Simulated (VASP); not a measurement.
Sn:

```
CELL_PARAMETERS angstrom
4.01667 0.00000 0.00000
-2.00834 3.47854 0.00000
0.00000 0.00000 10.93972
ATOMIC_POSITIONS crystal
Sn 0.00000 0.00000 0.25000
Sn 0.00000 0.00000 0.75000
Sn 0.33333 0.66667 0.75000
Sn 0.66667 0.33333 0.25000
```

This isn't the form of Sn at room conditions, which is tetragonal (white tin).

| Quantity | Value |
| --- | --- |
| Program | VASP 6.6.1 |
| Task | relaxation of cell and atoms |
| Functional | PBEsol |
| Potentials or basis | VASP PAW PBE potentials, release 64 (Sn_d) |
| Cutoff | 600 eV |
| k mesh | 6 × 6 × 2 |
| Occupations | gaussian, width 0.1 eV |
| Spin | no spin polarisation |

At the start: pressure 30.6 GPa; volume 38.21 Å³/atom.

Problem. How do energy, volume and symmetry change on relaxing?

Solution. Over 41 steps the energy falls by 1737.2 meV/atom and the volume is 32.10 Å³/atom (-16.0 %); space group P6_3/mmc (No. 194, to 0.1 Å) before and after.

Step by step:
```
step  energy change (eV)  largest force (eV/Å)  pressure (GPa)  volume (Å³)
   1              0.0000                0.0000           30.61       152.85
   3             -5.5199                0.0000           -2.04       224.84
   5             -5.6719                0.0000            0.12       207.91
   7             -5.6773                0.0000           -0.19       208.48
   9             -5.7133                0.0000           -0.24       197.46
  11             -6.0735                0.0000            0.16       153.36
  13             -6.2578                0.0000            1.15       146.00
  15             -6.4933                0.0000            3.89       125.10
  17             -6.4963                0.0000            3.37       127.16
  19             -6.4999                0.0000            3.57       126.35
  21             -6.5098                0.0000            4.41       123.11
  23             -6.5470                0.0000            6.23       117.63
  25             -6.5676                0.0000            6.71       114.93
  27             -6.6842                0.0000            5.07       117.76
  29             -6.8737                0.0000           -0.66       131.08
  31             -6.8755                0.0000           -0.20       129.64
  33             -6.8866                0.0000           -0.18       129.18
  35             -6.9413                0.0000            0.36       127.02
  37             -6.9449                0.0000            0.51       126.61
  39             -6.9471                0.0000            0.08       128.25
  41             -6.9487                0.0000           -0.04       128.40
```

Final structure:
```yaml
crystal:
  lattice:
    - [5.14081, 0.00000, 0.00000]
    - [-2.57040, 4.45207, 0.00000]
    - [0.00000, 0.00000, 5.61000]
  atoms:
    - { symbol: Sn, position: [0.00000, 0.00000, 0.25000] }
    - { symbol: Sn, position: [0.00000, 0.00000, 0.75000] }
    - { symbol: Sn, position: [0.33333, 0.66667, 0.75000] }
    - { symbol: Sn, position: [0.66667, 0.33333, 0.25000] }
```

Caveat: the volume moved by over 15 % at a fixed basis, so the end points are rough; the PAW data sets were made with another functional, which shifts forces and pressure a little.
